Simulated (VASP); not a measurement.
Here is a VASP 6.6.1 calculation.

File INCAR:

```
SYSTEM = BPd4
  PREC = Accurate
  ENCUT = 600
  EDIFF = 1E-6
  ISMEAR = -1
  SIGMA = 0.05
  LREAL = .False.
  LASPH = .True.
  NELM = 80
  ALGO = Fast
  ISIF = 3
  LWAVE = .False.
  LCHARG = .False.
  GGA = PS
  IBRION = 2
  NSW = 60
  EDIFFG = -0.01
```

File KPOINTS:

```
regular mesh
0
Gamma
  9 6 5
  0 0 0
```

POSCAR

```
BPd4
1.0
    2.8920299704      0.0000000000      0.0000000000
    0.0000000000      4.3650077954      0.0000000000
    0.0000000000      0.0000000000      5.8563150000
Pd B
4 1
Direct
    0.5000000000      0.0000000000      0.1975780000
    0.0000000000      0.0000000000      0.6194700000
    0.0000000000      0.5000000000      0.3291640000
    0.5000000000      0.5000000000      0.8675610000
    0.5000000000      0.0000000000      0.8632270000
```

Potentials or basis: VASP PAW PBE potentials, release 64 (Pd, B).

Run with:

```sh
$ cat potpaw_PBE.64/Pd/POTCAR potpaw_PBE.64/B/POTCAR > POTCAR
$ mpirun -np 1 vasp_std > vasp.out
```

Task: Estimate the relaxed volume.

Result: 13.98 Å³/atom.

Task: What does it give for the space group after relaxing (to 0.1 Å)?

Result: Pmm2 (No. 25).

Task: What does it give for the relaxed cell?

Result: a = 2.790 Å, b = 4.303 Å, c = 5.822 Å, α = 90.00°, β = 90.00°, γ = 90.00°.

Task: Estimate the band gap on the k mesh.

Result: Zero (an odd number of electrons rules out a gap without spin polarisation).

Forces on the atoms (eV/Å):
```
Pd   0.000  0.000  0.003
Pd   0.000  0.000 -0.006
Pd   0.000  0.000 -0.009
Pd   0.000  0.000  0.006
B    0.000  0.000  0.006
```

Caveat: the PAW data sets were made with another functional, which shifts forces and pressure a little.
